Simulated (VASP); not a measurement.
# CuAu (P4/mmm) in VASP: electric field gradients with PBE

Aim: the electric field gradients of CuAu with PBE.

Everything below comes from runs of VASP 6.6.1. Logs are shortened: lines on timing, memory, paths and dates and some standing lists are left out, and cuts for length are marked.

## 1. The cell of the first run

The structure is tetragonal, space group P4/mmm (No. 123). Conventional cell: a = 2.743 Å, b = 2.743 Å, c = 3.596 Å, α = 90.00°, β = 90.00°, γ = 90.00°. Cu (site symmetry 4/mmm) has 8 Au at 2.64 Å and 4 Cu at 2.74 Å within 3.5 Å. Within 3.5 Å of Au (site symmetry 4/mmm) lie 8 Cu at 2.64 Å and 4 Au at 2.74 Å.

## 2. Electric field gradients, PBE (volume scaled by 0.9405)

File INCAR:

```
ALGO = Normal
EDIFF = 1E-8
ENCUT = 520
GGA = PE
GGA_COMPAT = F
ISIF = 2
ISMEAR = -1
LASPH = T
LCHARG = F
LEFG = T
LREAL = F
LWAVE = F
NBANDS = 18
NELM = 120
PREC = Accurate
SIGMA = 0.08
```

File KPOINTS:

```
k-points
0
Gamma
  12 12 9
```

File POSCAR:

```
CuAu
1.0
    2.7433273375      0.0000000000      0.0000000000
    0.0000000000      2.7433273375      0.0000000000
    0.0000000000      0.0000000000      3.5957183317
Cu Au
1 1
Direct
    0.5000000000      0.5000000000      0.5000000000
    0.0000000000      0.0000000000      0.0000000000
```

Potentials or basis: VASP PAW PBE potentials, release 64 (Cu, Au).

Run with:

```console
$ cat potpaw_PBE.64/Cu/POTCAR potpaw_PBE.64/Au/POTCAR > POTCAR
$ mpirun -np 1 vasp_std > vasp.out
```

OUTCAR:

```text
EDIFF = 1E-8
   ENCUT = 520
   GGA = PE
   ISIF = 2
   ISMEAR = -1
   LASPH = T
   LREAL = F
   NELM = 120
   PREC = Accurate

 ion  position               nearest neighbor table
   1  0.500  0.500  0.500-   2 2.64   2 2.64   2 2.64   2 2.64   2 2.64   2 2.64   2 2.64   2 2.64

   2  0.000  0.000  0.000-   1 2.64   1 2.64   1 2.64   1 2.64   1 2.64   1 2.64   1 2.64   1 2.64

  LATTYP: Found a simple tetragonal cell.
 ALAT       =     2.7433273375
 C/A-ratio  =     1.3107142857

  Lattice vectors:

 A1 = (   2.7433273375,   0.0000000000,   0.0000000000)
 A2 = (   0.0000000000,   2.7433273375,   0.0000000000)
 A3 = (   0.0000000000,   0.0000000000,   3.5957183317)

Analysis of symmetry for initial positions (statically):
=====================================================================
 Subroutine PRICEL returns:
 Original cell was already a primitive cell.

 Routine SETGRP: Setting up the symmetry group for a
 simple tetragonal supercell.

 Subroutine GETGRP returns: Found 16 space group operations
 (whereof 16 operations were pure point group operations)
 out of a pool of 16 trial point group operations.

The static configuration has the point symmetry D_4h.

Analysis of symmetry for dynamics (positions and initial velocities):
=====================================================================
 Subroutine PRICEL returns:
 Original cell was already a primitive cell.

 Routine SETGRP: Setting up the symmetry group for a
 simple tetragonal supercell.

 Subroutine GETGRP returns: Found 16 space group operations
 (whereof 16 operations were pure point group operations)
 out of a pool of 16 trial point group operations.

The dynamic configuration has the point symmetry D_4h.

 Subroutine INISYM returns: Found 16 space group operations
 (whereof 16 operations are pure point group operations),
 and found     1 'primitive' translations

----------------------------------------------------------------------------------------

                                     Primitive cell

  volume of cell :      27.0608

  direct lattice vectors                    reciprocal lattice vectors
     2.743327337  0.000000000  0.000000000     0.364520845  0.000000000  0.000000000
     0.000000000  2.743327337  0.000000000     0.000000000  0.364520845  0.000000000
     0.000000000  0.000000000  3.595718332     0.000000000  0.000000000  0.278108547

  length of vectors
     2.743327337  2.743327337  3.595718332     0.364520845  0.364520845  0.278108547

  position of ions in fractional coordinates (direct lattice)
     0.500000000  0.500000000  0.500000000
     0.000000000  0.000000000  0.000000000

  ion indices of the primitive-cell ions
   primitive index   ion index
                 1           1
                 2           2

----------------------------------------------------------------------------------------

 KPOINTS: k-points

Automatic generation of k-mesh.
 Grid dimensions read from file:
 generate k-points for:   12   12    9

 Generating k-lattice:

  Cartesian coordinates                     Fractional coordinates (reciprocal lattice)
     0.030376737  0.000000000  0.000000000     0.083333333  0.000000000  0.000000000
     0.000000000  0.030376737  0.000000000     0.000000000  0.083333333  0.000000000
     0.000000000  0.000000000  0.030900950     0.000000000  0.000000000  0.111111111

  Length of vectors
     0.030376737  0.030376737  0.030900950

  Shift w.r.t. Gamma in fractional coordinates (k-lattice)
     0.000000000  0.000000000  0.000000000

 Subroutine IBZKPT returns following result:
 ===========================================

 Found    140 irreducible k-points:

 Following reciprocal coordinates:
            Coordinates               Weight
  0.000000  0.000000  0.000000      1.000000
  0.083333  0.000000  0.000000      4.000000
  0.166667  0.000000  0.000000      4.000000
  0.250000  0.000000  0.000000      4.000000
  0.333333  0.000000  0.000000      4.000000
  0.416667  0.000000  0.000000      4.000000
[... 16 lines left out ...]
  0.333333  0.333333  0.000000      4.000000
  0.416667  0.333333  0.000000      8.000000
 [... further k-points ...]
   k-points           NKPTS =    140   k-points in BZ     NKDIM =    140   number of bands    NBANDS=     18
   number of dos      NEDOS =    301   number of ions     NIONS =      2
   total plane-waves  NPLWV =  11200
   dimension x,y,z NGX =    20 NGY =   20 NGZ =   28
   dimension x,y,z NGXF=    40 NGYF=   40 NGZF=   56
   ions per type =               1   1
   NGX,Y,Z   is equivalent  to a cutoff of  12.12, 12.12, 12.95 a.u.
   NGXF,Y,Z  is equivalent  to a cutoff of  24.24, 24.24, 25.89 a.u.
 SYSTEM =  unknown system
   PREC   = accura    normal or accurate (medium, high low for compatibility)
   ISTART =      0    job   : 0-new  1-cont  2-samecut
   ICHARG =      2    charge: 1-file 2-atom 10-const
   ISPIN  =      1    spin polarized calculation?
   LNONCOLLINEAR =      F non collinear calculations
   LSORBIT =      F    spin-orbit coupling
   LASPH  =      T    aspherical Exc in radial PAW
   ENCUT  =  520.0 eV  38.22 Ry    6.18 a.u.   5.10  5.10  6.69*2*pi/ulx,y,z
   NELM   =    120;   NELMIN=  2; NELMDL= -5     # of ELM steps
   EDIFF  = 0.1E-07   stopping-criterion for ELM
   LREAL  =      F    real-space projection
   EDIFFG = 0.1E-06   stopping-criterion for IOM
   NSW    =      0    number of steps for IOM
   IBRION =     -1    ionic relax: 0-MD 1-quasi-New 2-CG
   NFREE  =      0    steps in history (QN), initial steepest desc. (CG)
   ISIF   =      2    stress and relaxation
   ISYM   =      2    0-nonsym 1-usesym 2-fastsym
   POTIM  = 0.5000    time-step for ionic-motion
   TEBEG  =    0.0;   TEEND  =   0.0 temperature during run
   PSTRESS=    0.0 pullay stress
   NELECT =      22.0000    total number of electrons
   NUPDOWN=      -1.0000    fix difference up-down
   EMIN   =  10.00;   EMAX   =-10.00  energy-range for DOS
   EFERMI =   0.00;   METHOD = LEGACY
   ISMEAR =    -1;   SIGMA  =   0.08  broadening in eV -4-tet -1-fermi 0-gaus
   EFERMI_NEDOS =   21; number of points for ismear=-14 and -15
   IALGO  =     38    algorithm
   IMIX   =      4    mixing-type and parameters
     AMIX     =   0.40;   BMIX     =  1.00
     AMIX_MAG =   1.60;   BMIX_MAG =  1.00
  volume/ion in A,a.u.               =      13.53        91.31
  Fermi-wavevector in a.u.,A,eV,Ry     =   1.527925  2.887360 31.763553  2.334555
  Thomas-Fermi vector in A             =   2.635754
   LORBIT       =      0    0 simple, 1 ext, 2 COOP (PROOUT), +10 PAW based schemes
   GGA     = PE    functional components
   LHFCALC =     F    Hartree Fock is set to
   AEXX    =    0.0000 exact exchange contribution
   IVDW    =     0    specifies the selected vdW correction
   LEPSILON=     F    determine dielectric tensor
   LRPA    =     F    only Hartree local field effects (RPA)
 non-spin polarized calculation
  energy-cutoff  :      520.00
  volume of cell :       27.06
 maximum number of plane-waves:       744
   NGX = 11   NGY = 11   NGZ = 13

 number of electron      21.9999973 magnetization

 Free energy of the ion-electron system (eV)
  ---------------------------------------------------
  ext. energy  EPLUGINS =         0.00000000
  ---------------------------------------------------
  free energy    TOTEN  =        -6.90504771 eV

  energy without entropy =       -6.89126756  energy(sigma->0) =       -6.89815764

 E-fermi :   9.8506     XC(G=0): -13.1003

 val. band max:        9.8415270831   @ k =   0.5000   0.3333   0.0000
 cond. band min:       9.8548664868   @ k =   0.5000   0.0000   0.0000
 fundamental gap:      0.0133394036
 Fermi energy:         9.8506099673

 k-point     1 :       0.0000    0.0000    0.0000
  band No.  band energies     occupation
      1      -0.6185      2.00000
      2       2.6409      2.00000
      3       2.8070      2.00000
      4       5.4900      2.00000
      5       5.4900      2.00000
      6       6.6910      2.00000
[... 10 lines left out ...]
     17      27.3936      0.00000
     18      27.5649      0.00000

 k-point     2 :       0.0833    0.0000    0.0000
  band No.  band energies     occupation
      1      -0.4457      2.00000
      2       2.7315      2.00000
      3       2.9096      2.00000
      4       5.3810      2.00000
      5       5.5328      2.00000
      6       6.6137      2.00000
[... 10 lines left out ...]
     17      27.4984      0.00000
     18      28.7699      0.00000
[... 442 lines left out ...]
 k-point    24 :       0.4167    0.3333    0.0000
  band No.  band energies     occupation
      1       2.5676      2.00000
      2       3.6940      2.00000
      3       3.7194      2.00000
      4       3.9603      2.00000
      5       6.1484      2.00000
      6       7.3503      2.00000
[... 10 lines left out ...]
     17      23.0986      0.00000
     18      23.1737      0.00000

 [... further k-points ...]
[... 5 lines left out ...]
  --------------------------------------------------------------------------------------
  -------------------------------------------------------------------------------------
  Total        3.3592881      3.3592881      3.0791047      0.0000000     -0.0000000     -0.0000000
  in kB      198.8918123    198.8918123    182.3031252      0.0000000     -0.0000000     -0.0000000
  external PRESSURE =     193.3622499 kB  Pullay stress =       0.0000000 kB

 VOLUME and BASIS-vectors are now :
 -----------------------------------------------------------------------------
  energy-cutoff  :      520.00
  volume of cell :       27.06
      direct lattice vectors                 reciprocal lattice vectors
     2.743327337  0.000000000  0.000000000     0.364520845  0.000000000  0.000000000
     0.000000000  2.743327337  0.000000000     0.000000000  0.364520845  0.000000000
     0.000000000  0.000000000  3.595718332     0.000000000  0.000000000  0.278108547

 POSITION                                       TOTAL-FORCE (eV/Angst)
 -----------------------------------------------------------------------------------
      1.37166      1.37166      1.79786         0.000000      0.000000      0.000000
      0.00000      0.00000      0.00000         0.000000      0.000000      0.000000
 -----------------------------------------------------------------------------------
    total drift:                               -0.000000      0.000000      0.000000

  FREE ENERGIE OF THE ION-ELECTRON SYSTEM (eV)
  ---------------------------------------------------
  free  energy   TOTEN  =        -6.9050477141 eV

  energy  without entropy=       -6.8912675596  energy(sigma->0) =       -6.89815764

 Electric field gradients (V/A^2)
---------------------------------------------------------------------
 ion       V_xx      V_yy      V_zz      V_xy      V_xz      V_yz
---------------------------------------------------------------------
   1       6.531     6.531   -13.063     0.000     0.000    -0.000
   2     -48.934   -48.934    97.867    -0.000    -0.000     0.000
---------------------------------------------------------------------

 Electric field gradients after diagonalization (V/A^2)
 (convention: |V_zz| > |V_xx| > |V_yy|)
----------------------------------------------------------------------
 ion       V_xx      V_yy      V_zz     asymmetry (V_yy - V_xx)/ V_zz
----------------------------------------------------------------------
   1       6.531     6.531   -13.063       0.000
   2     -48.934   -48.934    97.867       0.000
----------------------------------------------------------------------

           NMR quadrupolar parameters

 Cq : quadrupolar parameter    Cq=e*Q*V_zz/h
 eta: asymmetry parameters     (V_yy - V_xx)/ V_zz
 Q  : nuclear electric quadrupole moment in mb (millibarn)
----------------------------------------------------------------------
 ion       Cq(MHz)       eta       Q (mb)
----------------------------------------------------------------------
   1      -0.032       0.000       1.000
   2       0.237       0.000       1.000
----------------------------------------------------------------------
```

Run time: 38 s. Hardware: 1 thread of AMD EPYC 7R13 (Zen 3), shared host; peak memory 0.16 GiB.

What came out:

```
Free energy            : -6.9050 eV
Pressure               : 19.3 GPa
Band gap on the k mesh : zero (band 11 reaches 15.23 eV, above the bottom of band 12 at 7.75 eV)
```

Electric field gradients, principal values (V/Å²):
```csv
atom,least,middle,greatest (by size)
1 Cu,6.531,6.531,-13.063
2 Au,-48.934,-48.934,97.867
```

Caveat: without QUAD_EFG the Cq values of the log hold for a quadrupole moment of 1 mb, not for the nuclei; spin-orbit coupling is left out, which moves the levels of the heavy elements.
